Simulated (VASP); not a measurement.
NaH, 2 atoms in the cell. Symmetry: Fm-3m, No. 225, cubic system. The conventional cell has a = 4.795 Å, b = 4.795 Å, c = 4.795 Å, α = 90.00°, β = 90.00°, γ = 90.00°. Na (site symmetry m-3m) has 6 H at 2.40 Å within 3.2 Å. H (site symmetry m-3m) has 6 Na at 2.40 Å within 3.2 Å. 

| Property | Result |
| --- | --- |
| Program | VASP 6.6.1 |
| Task | single point |
| Functional | PBE-based screened hybrid with 100 % exact exchange |
| Potentials or basis | VASP PAW PBE potentials, release 64 (Na_pv, H) |
| Cutoff | 400 eV |
| k mesh | 4 × 4 × 4 |
| Occupations | gaussian, width 0.01 eV |
| Spin | no spin polarisation |
| Dipole correction | no |
| Grid for exact exchange (PRECFOCK) | Normal |
| Share of exact exchange | 1 |
| Further INCAR settings | ALGO = Normal; EDIFF = 1e-06; NBANDS = 11 |
| Screening parameter | 0.3 1/Å |

Potentials or basis: VASP PAW PBE potentials, release 64 (Na_pv, H).

The run is started by

```sh
$ cat potpaw_PBE.64/Na_pv/POTCAR potpaw_PBE.64/H/POTCAR > POTCAR
$ cp INCAR.step1 INCAR
$ mpirun -np 1 vasp_std > vasp.out
$ cp INCAR.step2 INCAR
$ mpirun -np 1 vasp_std > vasp.out
```

Hardware: 1 thread of Intel(R) Xeon(R) Platinum 8375C CPU @ 2.90GHz (Ice Lake), on a shared host.

Q: How long does it take, and how much memory?

A: It took 42 s on 1 thread of Intel(R) Xeon(R) Platinum 8375C CPU @ 2.90GHz (Ice Lake), with other jobs on the host, peak memory 0.23 GiB. Counts: k points 8.
